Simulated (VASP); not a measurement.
Set up this calculation in VASP 6.6.1, as the native input.

```yaml
Task: single point
Functional: PBE
Potentials_or_basis: VASP PAW PBE potentials, release 64 (Hf_pv, O)
Cutoff: 520 eV
k_mesh: 6 × 6 × 4
Occupations: gaussian, width 0.01 eV
Spin: no spin polarisation
Dipole_correction: no
Further_INCAR_settings: ALGO = Normal; EDIFF = 1e-06; NBANDS = 31
```

The structure of HfO2 lies in POSCAR:

```
HfO2
1.0
    3.5281185942      0.0000000000      0.0000000000
    0.0000000000      3.5281185942      0.0000000000
    0.0000000000      0.0000000000      5.1283981366
Hf O
2 4
Direct
    0.5000000000      0.5000000000      0.5000000000
    0.0000000000      0.0000000000      0.0000000000
    0.0000000000      0.5000000000      0.6972078800
    0.5000000000      0.0000000000      0.8027921200
    0.5000000000      0.0000000000      0.3027921200
    0.0000000000      0.5000000000      0.1972078800
```

One way to write it, as run:

INCAR

```
SYSTEM = HfO2
  ALGO = Normal
  EDIFF = 1E-6
  ENCUT = 520
  GGA = PE
  ISIF = 2
  ISMEAR = 0
  LASPH = .TRUE.
  LCHARG = .FALSE.
  LREAL = .FALSE.
  LWAVE = .FALSE.
  NBANDS = 31
  NELM = 60
  PREC = Accurate
  SIGMA = 0.01
```

KPOINTS

```
k-points
0
G
  6 6 4
  0 0 0
```

Potentials or basis: VASP PAW PBE potentials, release 64 (Hf_pv, O).

Command:

```bash
$ cat potpaw_PBE.64/Hf_pv/POTCAR potpaw_PBE.64/O/POTCAR > POTCAR
$ mpirun -np 1 vasp_std > vasp.out
```

Results of the run:

```
Pressure               : 13.8 GPa
Largest force          : 0.252 eV/Å
Band gap on the k mesh : 4.85 eV, indirect (least direct gap 4.93 eV)
```

Caveat: spin-orbit coupling is left out, which moves the levels of the heavy elements.

It took 24 s on 1 thread of Intel(R) Xeon(R) 6975P-C (Granite Rapids), with other jobs on the host, peak memory 0.2 GiB.
